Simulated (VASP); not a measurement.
A run of VASP 6.6.1 is set up as follows.

Contents of INCAR:

```
PREC = Accurate
ENCUT = 520
EDIFF = 1E-6
ISMEAR = 0
SIGMA = 0.1
LREAL = F
LASPH = T
NELM = 60
ALGO = Fast
ISIF = 2
LWAVE = F
LCHARG = F
GGA = PS
NBANDS = 22
```

File KPOINTS:

```
regular mesh
0
Gamma
  6 6 6
```

Contents of POSCAR:

```
Sr
1.0
    2.2827529686      1.3179480409     11.0324018601
   -2.2827529686      1.3179480409     11.0324018601
    0.0000000000     -2.6358960819     11.0324018601
Sr
3
Direct
    0.0000000000      0.0000000000      0.0000000000
    0.2222200000      0.2222200000      0.2222200000
    0.7777800000      0.7777800000      0.7777800000
```

Potentials or basis: VASP PAW PBE potentials, release 64 (Sr_sv).

Launch:

```sh
$ cat potpaw_PBE.64/Sr_sv/POTCAR > POTCAR
$ mpirun -np 1 vasp_std > vasp.out
```

Question: Predict the pressure.

Answer: -2.0 GPa.

Question: Estimate the band gap on the k mesh.

Answer: Zero (bands 15 and 16 overlap by 0.04 eV).

Stress tensor (GPa, compression positive):
```
-2.01  0.00  0.00
 0.00 -2.01  0.00
 0.00  0.00 -1.94
```

Caveat: the PAW data sets were made with another functional, which shifts forces and pressure a little.
